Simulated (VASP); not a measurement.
# PbSe2 (P6_322) in VASP: a series of runs

Runs on PbSe2. Level: r2SCAN. Tasks: single point.

Everything below comes from runs of VASP 6.6.1. Logs are shortened: lines on timing, memory, paths and dates and some standing lists are left out, and cuts for length are marked.

## Step 1: The cell of the first run

It takes space group P6_322 (No. 182, hexagonal). The conventional cell has a = 6.778 Å, b = 6.778 Å, c = 11.528 Å, α = 90.00°, β = 90.00°, γ = 120.00°. Within 2.9 Å of Pb (site symmetry 3) lie 4 Se at 2.16 to 2.17 Å. Se (site symmetry 2) has 2 Pb at 2.17 Å within 2.9 Å. Se (site symmetry 32) has 2 Pb at 2.16 Å within 2.9 Å.

## Step 2: Single point, r2SCAN

POSCAR reads:

```
PbSe2
1.0
    6.7781514899      0.0000000000      0.0000000000
   -3.3890757449      5.8700513809      0.0000000000
    0.0000000000      0.0000000000     11.5279042218
Pb Se
4 8
Direct
    0.6666666667      0.3333333333      0.9370460698
    0.6666666667      0.3333333333      0.5629539302
    0.3333333333      0.6666666667      0.0629539302
    0.3333333333      0.6666666667      0.4370460698
    0.0000000000      0.4133082251      0.0000000000
    0.4133082251      0.4133082251      0.5000000000
    0.5866917749      0.0000000000      0.5000000000
    0.5866917749      0.5866917749      0.0000000000
    0.0000000000      0.5866917749      0.5000000000
    0.6666666667      0.3333333333      0.7500000000
    0.3333333333      0.6666666667      0.2500000000
    0.4133082251      0.0000000000      0.0000000000
```

INCAR.step1 reads:

```
SYSTEM = PbSe2
ALGO = Normal
EDIFF = 1E-4
ENCUT = 520
GGA = PE
ISMEAR = 0
LASPH = .TRUE.
LCHARG = .FALSE.
LREAL = .FALSE.
LWAVE = .TRUE.
NBANDS = 64
NELM = 100
PREC = Accurate
SIGMA = 0.1
```

INCAR.step2 reads:

```
SYSTEM = PbSe2
ALGO = Normal
EDIFF = 1E-6
ENCUT = 520
ISIF = 2
ISMEAR = 0
ISTART = 1
LASPH = .TRUE.
LCHARG = .FALSE.
LMIXTAU = .TRUE.
LREAL = .FALSE.
LWAVE = .FALSE.
METAGGA = R2SCAN
NBANDS = 64
NELM = 100
PREC = Accurate
SIGMA = 0.1
```

KPOINTS reads:

```
k-points
0
G
  3 3 2
  0 0 0
```

Potentials or basis: VASP PAW PBE potentials, release 64 (Pb_d, Se).

Run with:

```console
> cat potpaw_PBE.64/Pb_d/POTCAR potpaw_PBE.64/Se/POTCAR > POTCAR
> cp INCAR.step1 INCAR
> mpirun -np 1 vasp_std > vasp.out
> cp INCAR.step2 INCAR
> mpirun -np 1 vasp_std > vasp.out
```

OUTCAR:

```text
SYSTEM = PbSe2
   EDIFF = 1E-6
   ENCUT = 520
   ISIF = 2
   ISMEAR = 0
   ISTART = 1
   LASPH = .TRUE.
   LREAL = .FALSE.
   METAGGA = R2SCAN
   NELM = 100
   PREC = Accurate

 ion  position               nearest neighbor table
   1  0.667  0.333  0.937-  10 2.16   5 2.17  12 2.17   8 2.17
   2  0.667  0.333  0.563-  10 2.16   7 2.17   9 2.17   6 2.17
   3  0.333  0.667  0.063-  11 2.16  12 2.17   5 2.17   8 2.17
   4  0.333  0.667  0.437-  11 2.16   9 2.17   7 2.17   6 2.17
   5  0.000  0.413  0.000-   1 2.17   3 2.17
   6  0.413  0.413  0.500-   4 2.17   2 2.17
   7  0.587  0.000  0.500-   2 2.17   4 2.17
   8  0.587  0.587  0.000-   1 2.17   3 2.17
   9  0.000  0.587  0.500-   4 2.17   2 2.17
  10  0.667  0.333  0.750-   1 2.16   2 2.16
  11  0.333  0.667  0.250-   3 2.16   4 2.16
  12  0.413  0.000  0.000-   3 2.17   1 2.17

  LATTYP: Found a hexagonal cell.
 ALAT       =     6.7781514899
 C/A-ratio  =     1.7007445524

  Lattice vectors:

 A1 = (   6.7781514899,   0.0000000000,   0.0000000000)
 A2 = (  -3.3890757449,   5.8700513809,   0.0000000000)
 A3 = (   0.0000000000,   0.0000000000,  11.5279042218)

Analysis of symmetry for initial positions (statically):
=====================================================================
 Subroutine PRICEL returns:
 Original cell was already a primitive cell.

 Routine SETGRP: Setting up the symmetry group for a
 hexagonal supercell.

 Subroutine GETGRP returns: Found 12 space group operations
 (whereof  6 operations were pure point group operations)
 out of a pool of 24 trial point group operations.

The static configuration has the point symmetry D_3 .
 The point group associated with its full space group is D_6 .

Analysis of symmetry for dynamics (positions and initial velocities):
=====================================================================
 Subroutine PRICEL returns:
 Original cell was already a primitive cell.

 Routine SETGRP: Setting up the symmetry group for a
 hexagonal supercell.

 Subroutine GETGRP returns: Found 12 space group operations
 (whereof  6 operations were pure point group operations)
 out of a pool of 24 trial point group operations.

The dynamic configuration has the point symmetry D_3 .
 The point group associated with its full space group is D_6 .

 Subroutine INISYM returns: Found 12 space group operations
 (whereof  6 operations are pure point group operations),
 and found     1 'primitive' translations

----------------------------------------------------------------------------------------

                                     Primitive cell

  volume of cell :     458.6734

  direct lattice vectors                    reciprocal lattice vectors
     6.778151490  0.000000000  0.000000000     0.147532849  0.085178130  0.000000000
    -3.389075745  5.870051381  0.000000000     0.000000000  0.170356260  0.000000000
     0.000000000  0.000000000 11.527904222     0.000000000  0.000000000  0.086746036

  length of vectors
     6.778151490  6.778151490 11.527904222     0.170356260  0.170356260  0.086746036

  position of ions in fractional coordinates (direct lattice)
     0.666666667  0.333333333  0.937046070
     0.666666667  0.333333333  0.562953930
     0.333333333  0.666666667  0.062953930
     0.333333333  0.666666667  0.437046070
     0.000000000  0.413308225  0.000000000
     0.413308225  0.413308225  0.500000000
     0.586691775  0.000000000  0.500000000
     0.586691775  0.586691775  0.000000000
     0.000000000  0.586691775  0.500000000
     0.666666667  0.333333333  0.750000000
     0.333333333  0.666666667  0.250000000
     0.413308225  0.000000000  0.000000000

  ion indices of the primitive-cell ions
   primitive index   ion index
                 1           1
                 2           2
                 3           3
                 4           4
                 5           5
                 6           6
                 7           7
                 8           8
                 9           9
                10          10
                11          11
                12          12

----------------------------------------------------------------------------------------

 KPOINTS: k-points

Automatic generation of k-mesh.
 Grid dimensions read from file:
 generate k-points for:    3    3    2

 Generating k-lattice:

  Cartesian coordinates                     Fractional coordinates (reciprocal lattice)
     0.049177616  0.028392710  0.000000000     0.333333333  0.000000000  0.000000000
     0.000000000  0.056785420  0.000000000     0.000000000  0.333333333  0.000000000
     0.000000000  0.000000000  0.043373018     0.000000000  0.000000000  0.500000000

  Length of vectors
     0.056785420  0.056785420  0.043373018

  Shift w.r.t. Gamma in fractional coordinates (k-lattice)
     0.000000000  0.000000000  0.000000000

 Subroutine IBZKPT returns following result:
 ===========================================

 Found      6 irreducible k-points:

 Following reciprocal coordinates:
            Coordinates               Weight
  0.000000  0.000000  0.000000      1.000000
  0.333333  0.000000  0.000000      6.000000
  0.333333  0.333333  0.000000      2.000000
  0.000000  0.000000  0.500000      1.000000
  0.333333  0.000000  0.500000      6.000000
  0.333333  0.333333  0.500000      2.000000
   k-points           NKPTS =      6   k-points in BZ     NKDIM =      6   number of bands    NBANDS=     64
   number of dos      NEDOS =    301   number of ions     NIONS =     12
   total plane-waves  NPLWV = 225000
   dimension x,y,z NGX =    50 NGY =   50 NGZ =   90
   dimension x,y,z NGXF=   100 NGYF=  100 NGZF=  180
   ions per type =               4   8
   NGX,Y,Z   is equivalent  to a cutoff of  12.26, 12.26, 12.98 a.u.
   NGXF,Y,Z  is equivalent  to a cutoff of  24.53, 24.53, 25.96 a.u.
 SYSTEM =  PbSe2
   PREC   = accura    normal or accurate (medium, high low for compatibility)
   ISTART =      1    job   : 0-new  1-cont  2-samecut
   ICHARG =      0    charge: 1-file 2-atom 10-const
   ISPIN  =      1    spin polarized calculation?
   LNONCOLLINEAR =      F non collinear calculations
   LSORBIT =      F    spin-orbit coupling
   LASPH  =      T    aspherical Exc in radial PAW
   ENCUT  =  520.0 eV  38.22 Ry    6.18 a.u.  12.60 12.60 21.43*2*pi/ulx,y,z
   NELM   =    100;   NELMIN=  2; NELMDL=  0     # of ELM steps
   EDIFF  = 0.1E-05   stopping-criterion for ELM
   LREAL  =      F    real-space projection
   EDIFFG = 0.1E-04   stopping-criterion for IOM
   NSW    =      0    number of steps for IOM
   IBRION =     -1    ionic relax: 0-MD 1-quasi-New 2-CG
   NFREE  =      0    steps in history (QN), initial steepest desc. (CG)
   ISIF   =      2    stress and relaxation
   ISYM   =      2    0-nonsym 1-usesym 2-fastsym
   POTIM  = 0.5000    time-step for ionic-motion
   TEBEG  =    0.0;   TEEND  =   0.0 temperature during run
   PSTRESS=    0.0 pullay stress
   NELECT =     104.0000    total number of electrons
   NUPDOWN=      -1.0000    fix difference up-down
   EMIN   =  10.00;   EMAX   =-10.00  energy-range for DOS
   EFERMI =   0.00;   METHOD = LEGACY
   ISMEAR =     0;   SIGMA  =   0.10  broadening in eV -4-tet -1-fermi 0-gaus
   EFERMI_NEDOS =   21; number of points for ismear=-14 and -15
   IALGO  =     38    algorithm
   IMIX   =      4    mixing-type and parameters
     AMIX     =   0.40;   BMIX     =  1.00
     AMIX_MAG =   1.60;   BMIX_MAG =  1.00
  volume/ion in A,a.u.               =      38.22       257.94
  Fermi-wavevector in a.u.,A,eV,Ry     =   0.998278  1.886472 13.559004  0.996559
  Thomas-Fermi vector in A             =   2.130491
   LORBIT       =      0    0 simple, 1 ext, 2 COOP (PROOUT), +10 PAW based schemes
   METAGGA = R2SCAN    functional components
   LHFCALC =     F    Hartree Fock is set to
   AEXX    =    0.0000 exact exchange contribution
   IVDW    =     0    specifies the selected vdW correction
   LEPSILON=     F    determine dielectric tensor
   LRPA    =     F    only Hartree local field effects (RPA)
 non-spin polarized calculation
 Gauss-broadening in eV      SIGMA  =   0.10
  energy-cutoff  :      520.00
  volume of cell :      458.67
 maximum number of plane-waves:     12391
 NGX is ok and might be reduce to    50
   NGX = 25   NGY = 25   NGZ = 43

 number of electron     104.0000010 magnetization

 Free energy of the ion-electron system (eV)
  ---------------------------------------------------
  ext. energy  EPLUGINS =         0.00000000
  ---------------------------------------------------
  free energy    TOTEN  =      -307.95478816 eV

  energy without entropy =     -307.95478816  energy(sigma->0) =     -307.95478816

 E-fermi :   0.8828     XC(G=0):  -7.3495

 val. band max:        0.3701820564   @ k =   0.0000   0.0000   0.0000
 cond. band min:       1.3652111303   @ k =   0.0000   0.0000   0.0000
 fundamental gap:      0.9950290739
 Fermi energy:         0.8827585588

 k-point     1 :       0.0000    0.0000    0.0000
  band No.  band energies     occupation
      1     -18.8758      2.00000
      2     -18.8758      2.00000
      3     -18.8710      2.00000
      4     -18.8710      2.00000
      5     -18.8343      2.00000
      6     -18.7635      2.00000
[... 56 lines left out ...]
     63       7.3220      0.00000
     64       7.5977      0.00000

 k-point     2 :       0.3333    0.0000    0.0000
  band No.  band energies     occupation
      1     -18.8779      2.00000
      2     -18.8735      2.00000
      3     -18.8641      2.00000
      4     -18.8410      2.00000
      5     -18.8228      2.00000
      6     -18.7124      2.00000
[... 56 lines left out ...]
     63       7.4307      0.00000
     64       7.4755      0.00000

 k-point     3 :       0.3333    0.3333    0.0000
  band No.  band energies     occupation
      1     -18.8806      2.00000
      2     -18.8750      2.00000
      3     -18.8513      2.00000
      4     -18.8513      2.00000
      5     -18.7454      2.00000
      6     -18.7454      2.00000
[... 56 lines left out ...]
     63       7.2806      0.00000
     64       7.7505      0.00000

 k-point     4 :       0.0000    0.0000    0.5000
  band No.  band energies     occupation
      1     -18.8751      2.00000
      2     -18.8751      2.00000
      3     -18.8717      2.00000
      4     -18.8717      2.00000
      5     -18.8061      2.00000
      6     -18.8061      2.00000
[... 56 lines left out ...]
     63       7.4515      0.00000
     64       7.4515      0.00000

 k-point     5 :       0.3333    0.0000    0.5000
  band No.  band energies     occupation
      1     -18.8756      2.00000
      2     -18.8756      2.00000
      3     -18.8567      2.00000
      4     -18.8567      2.00000
      5     -18.7801      2.00000
      6     -18.7801      2.00000
[... 56 lines left out ...]
     63       7.5534      0.00000
     64       7.5534      0.00000

 k-point     6 :       0.3333    0.3333    0.5000
  band No.  band energies     occupation
      1     -18.8778      2.00000
      2     -18.8778      2.00000
      3     -18.8499      2.00000
      4     -18.8499      2.00000
      5     -18.7495      2.00000
      6     -18.7495      2.00000
[... 56 lines left out ...]
     63       7.1578      0.00000
     64       7.1578      0.00000

------------------------ aborting loop because EDIFF is reached ----------------------------------------

  FORCE on cell =-STRESS in cart. coord.  units (eV):
  Direction    XX          YY          ZZ          XY          YZ          ZX
  --------------------------------------------------------------------------------------
  -------------------------------------------------------------------------------------
  Total      117.6115899    117.6115899    119.9667554      0.0000000     -0.0000000      0.0000000
  in kB      410.8252896    410.8252896    419.0520432      0.0000000     -0.0000000      0.0000000
  external PRESSURE =     413.5675408 kB  Pullay stress =       0.0000000 kB

 VOLUME and BASIS-vectors are now :
 -----------------------------------------------------------------------------
  energy-cutoff  :      520.00
  volume of cell :      458.67
      direct lattice vectors                 reciprocal lattice vectors
     6.778151490  0.000000000  0.000000000     0.147532849  0.085178130  0.000000000
    -3.389075745  5.870051381  0.000000000     0.000000000  0.170356260  0.000000000
     0.000000000  0.000000000 11.527904222     0.000000000  0.000000000  0.086746036

 POSITION                                       TOTAL-FORCE (eV/Angst)
 -----------------------------------------------------------------------------------
      3.38908      1.95668     10.80218        -0.000000      0.000000      0.451373
      3.38908      1.95668      6.48968        -0.000000      0.000000     -0.451373
     -0.00000      3.91337      0.72573        -0.000000      0.000000     -0.451373
     -0.00000      3.91337      5.03823        -0.000000      0.000000      0.451373
     -1.40073      2.42614      0.00000         3.074542     -5.325264      0.000000
      1.40073      2.42614      5.76395        -3.074542     -5.325264      0.000000
      3.97669      0.00000      5.76395         6.149085      0.000000     -0.000000
      1.98834      3.44391      0.00000         3.074542      5.325264     -0.000000
     -1.98834      3.44391      5.76395        -3.074542      5.325264      0.000000
      3.38908      1.95668      8.64593        -0.000000      0.000000      0.000000
     -0.00000      3.91337      2.88198        -0.000000      0.000000     -0.000000
      2.80147      0.00000      0.00000        -6.149085      0.000000      0.000000
 -----------------------------------------------------------------------------------
    total drift:                               -0.000001      0.000000     -0.000000

  FREE ENERGIE OF THE ION-ELECTRON SYSTEM (eV)
  ---------------------------------------------------
  free  energy   TOTEN  =      -307.9547881564 eV

  energy  without entropy=     -307.9547881564  energy(sigma->0) =     -307.95478816
```

It took 21 min on 1 thread of Oxide Virtual Turin-like, shared host; peak memory 0.6 GiB.

What came out:

- Free energy: -307.9548 eV
- Pressure: 41.4 GPa
- Largest force: 6.149 eV/Å
- Band gap on the k mesh: 0.99 eV

Forces on the atoms (eV/Å):
```
Pb   0.000  0.000  0.451
Pb   0.000  0.000 -0.451
Pb   0.000  0.000 -0.451
Pb   0.000  0.000  0.451
Se   3.075 -5.325  0.000
Se  -3.075 -5.325  0.000
Se   6.149  0.000  0.000
Se   3.075  5.325  0.000
Se  -3.075  5.325  0.000
Se   0.000  0.000  0.000
Se   0.000  0.000  0.000
Se  -6.149  0.000  0.000
```

Caveat: the cell stands under pressure; the PAW data sets were made with another functional, which shifts forces and pressure a little; spin-orbit coupling is left out, which moves the levels of the heavy elements.

## Step 3: Single point, r2SCAN

This run uses another cell than the first one, of 47.38 Å³/atom.

POSCAR reads:

```
PbSe2
1.0
    6.8500203273      0.0000000000      0.0000000000
   -3.4250101636      5.9322916199      0.0000000000
    0.0000000000      0.0000000000     13.9911584719
Pb Se
4 8
Direct
    0.6666666667      0.3333333333      0.9370388508
    0.6666666667      0.3333333333      0.5629611492
    0.3333333333      0.6666666667      0.0629611492
    0.3333333333      0.6666666667      0.4370388508
    0.0000000000      0.2638964656      0.0000000000
    0.2638964656      0.2638964656      0.5000000000
    0.7361035344      0.0000000000      0.5000000000
    0.7361035344      0.7361035344      0.0000000000
    0.0000000000      0.7361035344      0.5000000000
    0.6666666667      0.3333333333      0.7500000000
    0.3333333333      0.6666666667      0.2500000000
    0.2638964656      0.0000000000      0.0000000000
```

INCAR.step1 reads:

```
SYSTEM = PbSe2
PREC = Accurate
ENCUT = 520
ISMEAR = 0
SIGMA = 0.1
LREAL = .False.
LASPH = .True.
NELM = 100
NBANDS = 64
GGA = PE
ALGO = Normal
EDIFF = 1E-4
LWAVE = .True.
LCHARG = .False.
```

INCAR.step2 reads:

```
SYSTEM = PbSe2
PREC = Accurate
ENCUT = 520
EDIFF = 1E-7
ISMEAR = 0
SIGMA = 0.1
LREAL = .False.
LASPH = .True.
NELM = 100
ALGO = Normal
ISIF = 2
LWAVE = .False.
LCHARG = .True.
METAGGA = R2SCAN
LMIXTAU = .True.
LELF = .True.
LVHAR = .True.
NBANDS = 64
ISTART = 1
```

KPOINTS reads:

```
Automatic mesh
0
Gamma
  3 3 2
  0 0 0
```

Potentials or basis: VASP PAW PBE potentials, release 64 (Pb_d, Se).

Run with:

```console
> cat potpaw_PBE.64/Pb_d/POTCAR potpaw_PBE.64/Se/POTCAR > POTCAR
> cp INCAR.step1 INCAR
> mpirun -np 1 vasp_std > vasp.out
> cp INCAR.step2 INCAR
> mpirun -np 1 vasp_std > vasp.out
```

Run time: 28 min. Hardware: 1 thread of Oxide Virtual Turin-like, shared host; peak memory 0.77 GiB.

Results (log left out):

| Item | Value |
| --- | --- |
| Free energy | -338.5422 eV |
| Pressure | -0.1 GPa |
| Largest force | 0.051 eV/Å |
| Band gap on the k mesh | zero (filled and empty bands touch) |

Forces on the atoms (eV/Å):
```
Pb   0.000  0.000  0.023
Pb   0.000  0.000 -0.023
Pb   0.000  0.000 -0.023
Pb   0.000  0.000  0.023
Se   0.026 -0.044  0.000
Se  -0.026 -0.044  0.000
Se   0.051  0.000  0.000
Se   0.026  0.044  0.000
Se  -0.026  0.044  0.000
Se   0.000  0.000  0.000
Se   0.000  0.000  0.000
Se  -0.051  0.000  0.000
```

Stress tensor (GPa, compression positive):
```
-0.18  0.00  0.00
 0.00 -0.18  0.00
 0.00  0.00  0.16
```

Levels at points of the mesh, in eV from the Fermi level:
```csv
k point,band 49,band 50,band 51,band 52,band 53,band 54,band 55,band 56
"(0.00, 0.00, 0.00)",-0.40,-0.05,-0.05,-0.01,-0.01,0.24,0.98,2.58
"(0.00, 0.00, 0.50)",-0.28,-0.28,-0.12,-0.12,0.01,0.01,1.79,1.79
```

Caveat: semilocal functionals underestimate gaps, and a narrow one can read as zero; the PAW data sets were made with another functional, which shifts forces and pressure a little; spin-orbit coupling is left out, which moves the levels of the heavy elements.

The gap in the log of VASP goes by the Fermi energy; the results here count the filled bands.